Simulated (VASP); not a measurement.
Wanted: the native input for a VASP 6.6.1 run.

```yaml
Task: single point
Functional: PBEsol
Potentials_or_basis: VASP PAW PBE potentials, release 64 (Os)
Cutoff: 520 eV
k_mesh: 15 × 15 × 9
Occupations: fermi-dirac, width 0.05 eV
Spin: no spin polarisation
Dipole_correction: no
Further_INCAR_settings: ALGO = Normal; EDIFF = 1e-06; NBANDS = 15
```

The structure of Os lies in POSCAR:

```
Os
1.0
    2.6782863558      0.0000000000      0.0000000000
   -1.3391431780      2.3194640228      0.0000000000
    0.0000000000      0.0000000000      4.2315181138
Os
2
Direct
    0.3333333333      0.6666666667      0.2500000000
    0.6666666667      0.3333333333      0.7500000000
```

This cell differs from its parent crystal: volume scaled by 0.94.

The input as run:

INCAR

```
PREC = Accurate ; ENCUT = 520
EDIFF = 1E-6 ; ISMEAR = -1
SIGMA = 0.05 ; LREAL = F
LASPH = T ; NELM = 100
ALGO = Normal ; ISIF = 2
LWAVE = F ; LCHARG = F
GGA = PS ; NBANDS = 15
```

KPOINTS

```
Automatic mesh
0
Gamma
  15 15 9
```

Potentials or basis: VASP PAW PBE potentials, release 64 (Os).

Command:

```console
$ cat potpaw_PBE.64/Os/POTCAR > POTCAR
$ mpirun -np 1 vasp_std > vasp.out
```

Results of the run:

```json
{
  "Pressure": "28.7 GPa",
  "Band gap on the k mesh": "zero (band 8 reaches 12.60 eV, above the bottom of band 9 at 8.37 eV)"
}
```

Caveat: the PAW data sets were made with another functional, which shifts forces and pressure a little; spin-orbit coupling is left out, which moves the levels of the heavy elements.

Run time: 33 s on 1 thread of AMD EPYC 9R45 (Zen 5) (shared host), peak memory 0.14 GiB.
